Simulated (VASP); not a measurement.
Wanted: the native input for a VASP 6.6.1 run.

- Task: relaxation of cell and atoms
- Functional: LDA
- Potentials or basis: VASP PAW LDA potentials, release 64 (In_d, As)
- Cutoff: 600 eV
- k mesh: 6 × 6 × 6
- Occupations: fermi-dirac, width 0.02 eV
- Spin: no spin polarisation
- Dipole correction: no
- Further INCAR settings: ALGO = Normal; EDIFF = 1e-06; IBRION = 2; EDIFFG = -0.005; NSW = 80; ISIF = 3

The structure of InAs lies in POSCAR:

```
InAs
1.0
    0.0000000000      3.0944669362      3.0944669362
    3.0944669362      0.0000000000      3.0944669362
    3.0944669362      3.0944669362      0.0000000000
In As
1 1
Direct
    0.0000000000      0.0000000000      0.0000000000
    0.2500000000      0.2500000000      0.2500000000
```

One way to write it, as run:

INCAR

```
ALGO = Normal ; EDIFF = 1E-6
EDIFFG = -0.005 ; ENCUT = 600
GGA = CA ; IBRION = 2
ISIF = 3 ; ISMEAR = -1
LASPH = T ; LCHARG = F
LREAL = F ; LWAVE = F
NELM = 100 ; NSW = 80
PREC = Accurate ; SIGMA = 0.02
```

KPOINTS

```
k-points
0
Gamma
  6 6 6
```

Potentials or basis: VASP PAW LDA potentials, release 64 (In_d, As).

Command:

```bash
$ cat potpaw_LDA.64/In_d/POTCAR potpaw_LDA.64/As/POTCAR > POTCAR
$ mpirun -np 1 vasp_std > vasp.out
```

Results of the run:

- Relaxed volume: 27.47 Å³/atom
- Relaxed cell: a = 4.267 Å, b = 4.267 Å, c = 4.267 Å, α = 60.00°, β = 60.00°, γ = 60.00°
- Space group after relaxing (to 0.1 Å): F-43m (No. 216)
- Energy gained by relaxing: 27.6 meV/atom
- Ionic steps: 3
- Pressure after relaxing: 0.0 GPa
- Band gap on the k mesh: zero (filled and empty bands touch)

Caveat: semilocal functionals underestimate gaps, so a narrow gap can read as zero; spin-orbit coupling is left out, which moves the levels of the heavy elements.

Wall time 16 s on 1 thread of Intel(R) Xeon(R) 6975P-C (Granite Rapids) (shared host), peak memory 0.19 GiB.
